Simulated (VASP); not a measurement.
Write the native input for VASP 6.6.1 that does the following.

```
Task                   : single point
Functional             : PBE
Potentials or basis    : VASP PAW PBE potentials, release 64 (Nb_sv, Br)
Cutoff                 : 500 eV
k mesh                 : 6 × 6 × 3
Occupations            : gaussian, width 0.05 eV
Spin                   : collinear spin
Starting moments       : [2.0, -2.0, 0.0, 0.0, 0.0, 0.0, 0.0, 0.0] μB
Dipole correction      : no
Further INCAR settings : ALGO = Normal; EDIFF = 1e-06; NBANDS = 48
```

The structure of NbBr3 lies in POSCAR:

```
NbBr3
1.0
    5.2500065915      0.0000000000      5.2500065915
    0.0000000000      5.2500065915      5.2500065915
    0.0000000000      0.0000000000     10.5000131830
Nb Br
2 6
Direct
    0.0000000000      0.0000000000      0.0000000000
    0.0000000000      0.0000000000      0.5000000000
    0.5000000000      0.0000000000      0.7500000000
    0.0000000000      0.0000000000      0.2500000000
    0.0000000000      0.5000000000      0.7500000000
    0.5000000000      0.0000000000      0.2500000000
    0.0000000000      0.0000000000      0.7500000000
    0.0000000000      0.5000000000      0.2500000000
```

The input as run:

INCAR

```
ALGO = Normal
EDIFF = 1E-6
ENCUT = 500
GGA = PE
GGA_COMPAT = False
ISIF = 2
ISMEAR = 0
ISPIN = 2
LASPH = True
LCHARG = False
LMAXMIX = 4
LORBIT = 11
LREAL = False
LWAVE = False
MAGMOM = 2 -2 0 0 0 0 0 0
NBANDS = 48
NELM = 200
PREC = Accurate
SIGMA = 0.05
```

KPOINTS

```
k-points
0
Gamma
  6 6 3
```

Potentials or basis: VASP PAW PBE potentials, release 64 (Nb_sv, Br).

Launch:

```sh
$ cat potpaw_PBE.64/Nb_sv/POTCAR potpaw_PBE.64/Br/POTCAR > POTCAR
$ mpirun -np 1 vasp_std > vasp.out
```

It gave:

```
Pressure                                              : -0.8 GPa
Band gap on the k mesh                                : zero (filled and empty bands overlap)
Net moment                                            : 0.00 μB per cell
Site moments                                          : Nb +1.12, -1.12; Br +0.00 μB
Valence electrons inside the program's atomic spheres : Nb 10.47; Br 4.89
```

It took 12 min on 1 thread of Intel Xeon 8259CL (shared host), peak memory 0.79 GiB.
